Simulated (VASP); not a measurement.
# Ir (P6_3/mmc) in VASP: notebook

The runs below take Ir through single point, relaxation of cell and atoms, with PBE.

Program: VASP 6.6.1. These are calculated values, not measurements. Logs are shortened: lines on timing, memory, paths and dates and some standing lists are left out, and cuts for length are marked.

## (1) The cell of the first run

The structure is hexagonal, space group P6_3/mmc (No. 194). Conventional cell: a = 2.746 Å, b = 2.746 Å, c = 4.462 Å, α = 90.00°, β = 90.00°, γ = 120.00°. Ir (site symmetry -6m2) has 12 Ir at 2.74 to 2.75 Å within 3.6 Å.

This isn't the form of Ir at room conditions, which is fcc.

## (2) Single point, PBE, collinear spin

Input file INCAR:

```
SYSTEM = Ir
ALGO = Normal ; EDIFF = 1E-6
ENCUT = 520 ; GGA = PE
ISIF = 2 ; ISMEAR = -1
ISPIN = 2 ; LASPH = .TRUE.
LCHARG = .FALSE. ; LMAXMIX = 4
LORBIT = 11 ; LREAL = .FALSE.
LWAVE = .FALSE. ; MAGMOM = 1 1
NBANDS = 20 ; NELM = 150
PREC = Accurate ; SIGMA = 0.05
```

Input file KPOINTS:

```
k-points
0
G
  22 22 12
  0 0 0
```

Input file POSCAR:

```
Ir
1.0
    2.7463290058      0.0000000000      0.0000000000
   -1.3731645029      2.3783906862      0.0000000000
    0.0000000000      0.0000000000      4.4615113112
Ir
2
Direct
    0.3333333333      0.6666666667      0.2500000000
    0.6666666667      0.3333333333      0.7500000000
```

Potentials or basis: VASP PAW PBE potentials, release 64 (Ir).

Launch:

```bash
cat potpaw_PBE.64/Ir/POTCAR > POTCAR
mpirun -np 1 vasp_std > vasp.out
```

OUTCAR:

```text
SYSTEM = Ir
   EDIFF = 1E-6
   ENCUT = 520
   GGA = PE
   ISIF = 2
   ISMEAR = -1
   ISPIN = 2
   LASPH = .TRUE.
   LORBIT = 11
   LREAL = .FALSE.
   NELM = 150
   PREC = Accurate

 ion  position               nearest neighbor table
   1  0.333  0.667  0.250-   2 2.74   2 2.74   2 2.74   2 2.74   2 2.74   2 2.74
   2  0.667  0.333  0.750-   1 2.74   1 2.74   1 2.74   1 2.74   1 2.74   1 2.74

  LATTYP: Found a hexagonal cell.
 ALAT       =     2.7463290058
 C/A-ratio  =     1.6245363544

  Lattice vectors:

 A1 = (   2.7463290058,   0.0000000000,   0.0000000000)
 A2 = (  -1.3731645029,   2.3783906862,   0.0000000000)
 A3 = (   0.0000000000,   0.0000000000,   4.4615113112)

Analysis of symmetry for initial positions (statically):
=====================================================================
 Subroutine PRICEL returns:
 Original cell was already a primitive cell.

 Routine SETGRP: Setting up the symmetry group for a
 hexagonal supercell.

 Subroutine GETGRP returns: Found 24 space group operations
 (whereof 12 operations were pure point group operations)
 out of a pool of 24 trial point group operations.

The static configuration has the point symmetry D_3d.
 The point group associated with its full space group is D_6h.

Analysis of symmetry for dynamics (positions and initial velocities):
=====================================================================
 Subroutine PRICEL returns:
 Original cell was already a primitive cell.

 Routine SETGRP: Setting up the symmetry group for a
 hexagonal supercell.

 Subroutine GETGRP returns: Found 24 space group operations
 (whereof 12 operations were pure point group operations)
 out of a pool of 24 trial point group operations.

The dynamic configuration has the point symmetry D_3d.
 The point group associated with its full space group is D_6h.

Analysis of structural, dynamic, and magnetic symmetry:
=====================================================================
 Subroutine PRICEL returns:
 Original cell was already a primitive cell.

 Routine SETGRP: Setting up the symmetry group for a
 hexagonal supercell.

 Subroutine GETGRP returns: Found 24 space group operations
 (whereof 12 operations were pure point group operations)
 out of a pool of 24 trial point group operations.

The overall configuration has the point symmetry D_3d.
 The point group associated with its full space group is D_6h.

 Subroutine INISYM returns: Found 24 space group operations
 (whereof 12 operations are pure point group operations),
 and found     1 'primitive' translations

----------------------------------------------------------------------------------------

                                     Primitive cell

  volume of cell :      29.1419

  direct lattice vectors                    reciprocal lattice vectors
     2.746329006  0.000000000  0.000000000     0.364122433  0.210226185  0.000000000
    -1.373164503  2.378390686  0.000000000     0.000000000  0.420452370  0.000000000
     0.000000000  0.000000000  4.461511311     0.000000000  0.000000000  0.224139295

  length of vectors
     2.746329006  2.746329006  4.461511311     0.420452370  0.420452370  0.224139295

  position of ions in fractional coordinates (direct lattice)
     0.333333333  0.666666667  0.250000000
     0.666666667  0.333333333  0.750000000

  ion indices of the primitive-cell ions
   primitive index   ion index
                 1           1
                 2           2

----------------------------------------------------------------------------------------

 KPOINTS: k-points

Automatic generation of k-mesh.
 Grid dimensions read from file:
 generate k-points for:   22   22   12

 Generating k-lattice:

  Cartesian coordinates                     Fractional coordinates (reciprocal lattice)
     0.016551020  0.009555736  0.000000000     0.045454545  0.000000000  0.000000000
     0.000000000  0.019111471  0.000000000     0.000000000  0.045454545  0.000000000
     0.000000000  0.000000000  0.018678275     0.000000000  0.000000000  0.083333333

  Length of vectors
     0.019111471  0.019111471  0.018678275

  Shift w.r.t. Gamma in fractional coordinates (k-lattice)
     0.000000000  0.000000000  0.000000000

 Subroutine IBZKPT returns following result:
 ===========================================

 Found    364 irreducible k-points:

 Following reciprocal coordinates:
            Coordinates               Weight
  0.000000  0.000000  0.000000      1.000000
  0.045455 -0.000000  0.000000      6.000000
  0.090909 -0.000000  0.000000      6.000000
  0.136364  0.000000  0.000000      6.000000
  0.181818  0.000000  0.000000      6.000000
  0.227273 -0.000000  0.000000      6.000000
[... 16 lines left out ...]
  0.090909  0.090909  0.000000      6.000000
  0.136364  0.090909  0.000000     12.000000
 [... further k-points ...]
   k-points           NKPTS =    364   k-points in BZ     NKDIM =    364   number of bands    NBANDS=     20
   number of dos      NEDOS =    301   number of ions     NIONS =      2
   total plane-waves  NPLWV =  14400
   dimension x,y,z NGX =    20 NGY =   20 NGZ =   36
   dimension x,y,z NGXF=    40 NGYF=   40 NGZF=   72
   ions per type =               2
   NGX,Y,Z   is equivalent  to a cutoff of  12.11, 12.11, 13.41 a.u.
   NGXF,Y,Z  is equivalent  to a cutoff of  24.21, 24.21, 26.83 a.u.
 SYSTEM =  Ir
   PREC   = accura    normal or accurate (medium, high low for compatibility)
   ISTART =      0    job   : 0-new  1-cont  2-samecut
   ICHARG =      2    charge: 1-file 2-atom 10-const
   ISPIN  =      2    spin polarized calculation?
   LNONCOLLINEAR =      F non collinear calculations
   LSORBIT =      F    spin-orbit coupling
   LASPH  =      T    aspherical Exc in radial PAW
   ENCUT  =  520.0 eV  38.22 Ry    6.18 a.u.   5.11  5.11  8.30*2*pi/ulx,y,z
   NELM   =    150;   NELMIN=  2; NELMDL= -5     # of ELM steps
   EDIFF  = 0.1E-05   stopping-criterion for ELM
   LREAL  =      F    real-space projection
   EDIFFG = 0.1E-04   stopping-criterion for IOM
   NSW    =      0    number of steps for IOM
   IBRION =     -1    ionic relax: 0-MD 1-quasi-New 2-CG
   NFREE  =      0    steps in history (QN), initial steepest desc. (CG)
   ISIF   =      2    stress and relaxation
   ISYM   =      2    0-nonsym 1-usesym 2-fastsym
   POTIM  = 0.5000    time-step for ionic-motion
   TEBEG  =    0.0;   TEEND  =   0.0 temperature during run
   PSTRESS=    0.0 pullay stress
   NELECT =      18.0000    total number of electrons
   NUPDOWN=      -1.0000    fix difference up-down
   EMIN   =  10.00;   EMAX   =-10.00  energy-range for DOS
   EFERMI =   0.00;   METHOD = LEGACY
   ISMEAR =    -1;   SIGMA  =   0.05  broadening in eV -4-tet -1-fermi 0-gaus
   EFERMI_NEDOS =   21; number of points for ismear=-14 and -15
   IALGO  =     38    algorithm
   IMIX   =      4    mixing-type and parameters
     AMIX     =   0.40;   BMIX     =  1.00
     AMIX_MAG =   1.60;   BMIX_MAG =  1.00
  volume/ion in A,a.u.               =      14.57        98.33
  Fermi-wavevector in a.u.,A,eV,Ry     =   1.394204  2.634664 26.447081  1.943806
  Thomas-Fermi vector in A             =   2.517776
   LORBIT       =     11    0 simple, 1 ext, 2 COOP (PROOUT), +10 PAW based schemes
   GGA     = PE    functional components
   LHFCALC =     F    Hartree Fock is set to
   AEXX    =    0.0000 exact exchange contribution
   IVDW    =     0    specifies the selected vdW correction
   LEPSILON=     F    determine dielectric tensor
   LRPA    =     F    only Hartree local field effects (RPA)
 spin polarized calculation
  energy-cutoff  :      520.00
  volume of cell :       29.14
 maximum number of plane-waves:       798
   NGX = 11   NGY = 11   NGZ = 17

 number of electron      18.0000000 magnetization      -0.0003914

 number of electron      18.0000000 magnetization       0.0002953

 Free energy of the ion-electron system (eV)
  ---------------------------------------------------
  ext. energy  EPLUGINS =         0.00000000
  ---------------------------------------------------
  free energy    TOTEN  =       -17.55899666 eV

  energy without entropy =      -17.53880906  energy(sigma->0) =      -17.54890286

 E-fermi :  10.0144     XC(G=0): -13.8126

 val. band max:       10.0138305688   @ k =   0.3182   0.0909   0.0833
 cond. band min:      10.0168803102   @ k =   0.1818   0.0000   0.5000
 fundamental gap:      0.0030497414
 Fermi energy:        10.0143678073

 spin component 1

 k-point     1 :       0.0000    0.0000    0.0000
  band No.  band energies     occupation
      1      -0.9031      1.00000
      2       2.1285      1.00000
      3       6.2173      1.00000
      4       6.3352      1.00000
      5       6.3352      1.00000
      6       6.9596      1.00000
[... 12 lines left out ...]
     19      32.5150      0.00000
     20      32.5150      0.00000
[... 507 lines left out ...]
 k-point    24 :       0.1364    0.0909    0.0000
  band No.  band energies     occupation
      1       0.4892      1.00000
      2       3.2385      1.00000
      3       5.1382      1.00000
      4       5.8229      1.00000
      5       6.3662      1.00000
      6       6.7659      1.00000
[... 12 lines left out ...]
     19      30.0457      0.00000
     20      33.6447      0.00000

 [... further k-points ...]

 spin component 2

 k-point     1 :       0.0000    0.0000    0.0000
  band No.  band energies     occupation
      1      -0.9031      1.00000
      2       2.1286      1.00000
      3       6.2173      1.00000
      4       6.3353      1.00000
      5       6.3353      1.00000
      6       6.9597      1.00000
[... 12 lines left out ...]
     19      32.5151      0.00000
     20      32.5151      0.00000
[... 507 lines left out ...]
 k-point    24 :       0.1364    0.0909    0.0000
  band No.  band energies     occupation
      1       0.4892      1.00000
      2       3.2386      1.00000
      3       5.1383      1.00000
      4       5.8229      1.00000
      5       6.3663      1.00000
      6       6.7660      1.00000
[... 12 lines left out ...]
     19      30.0458      0.00000
     20      33.6448      0.00000

 [... further k-points ...]

------------------------ aborting loop because EDIFF is reached ----------------------------------------

  FORCE on cell =-STRESS in cart. coord.  units (eV):
  Direction    XX          YY          ZZ          XY          YZ          ZX
  --------------------------------------------------------------------------------------
  -------------------------------------------------------------------------------------
  Total        0.0809194      0.0809194      0.0235932      0.0000000     -0.0000000      0.0000000
  in kB        4.4488288      4.4488288      1.2971167      0.0000000     -0.0000000      0.0000000
  external PRESSURE =       3.3982581 kB  Pullay stress =       0.0000000 kB

 VOLUME and BASIS-vectors are now :
 -----------------------------------------------------------------------------
  energy-cutoff  :      520.00
  volume of cell :       29.14
      direct lattice vectors                 reciprocal lattice vectors
     2.746329006  0.000000000  0.000000000     0.364122433  0.210226185  0.000000000
    -1.373164503  2.378390686  0.000000000     0.000000000  0.420452370  0.000000000
     0.000000000  0.000000000  4.461511311     0.000000000  0.000000000  0.224139295

 POSITION                                       TOTAL-FORCE (eV/Angst)
 -----------------------------------------------------------------------------------
     -0.00000      1.58559      1.11538         0.000000     -0.000000      0.000000
      1.37316      0.79280      3.34613        -0.000000      0.000000      0.000000
 -----------------------------------------------------------------------------------
    total drift:                               -0.000000      0.000000     -0.000000

  FREE ENERGIE OF THE ION-ELECTRON SYSTEM (eV)
  ---------------------------------------------------
  free  energy   TOTEN  =       -17.5589966594 eV

  energy  without entropy=      -17.5388090639  energy(sigma->0) =      -17.54890286

 total charge

# of ion       s       p       d       tot
------------------------------------------
    1        0.654   0.705   6.943   8.302
    2        0.654   0.705   6.943   8.302
--------------------------------------------------
tot          1.307   1.410  13.886  16.603

 magnetization (x)

# of ion       s       p       d       tot
------------------------------------------
    1       -0.000  -0.000   0.000   0.000
    2       -0.000  -0.000   0.000   0.000
--------------------------------------------------
tot         -0.000  -0.000   0.000   0.000
```

Run time: 5.4 min. Hardware: 1 thread of Intel Xeon Platinum 8488C (Sapphire Rapids), shared host; peak memory 0.38 GiB.

What came out:

```
Free energy                                           : -17.5590 eV
Pressure                                              : 0.3 GPa
Band gap on the k mesh                                : zero (filled and empty bands overlap)
Net moment                                            : 0.00 μB per cell
Valence electrons inside the program's atomic spheres : Ir 8.30
```

Caveat: spin-orbit coupling is left out, which moves the levels of the heavy elements.

(Continued in part 2 of 2.)
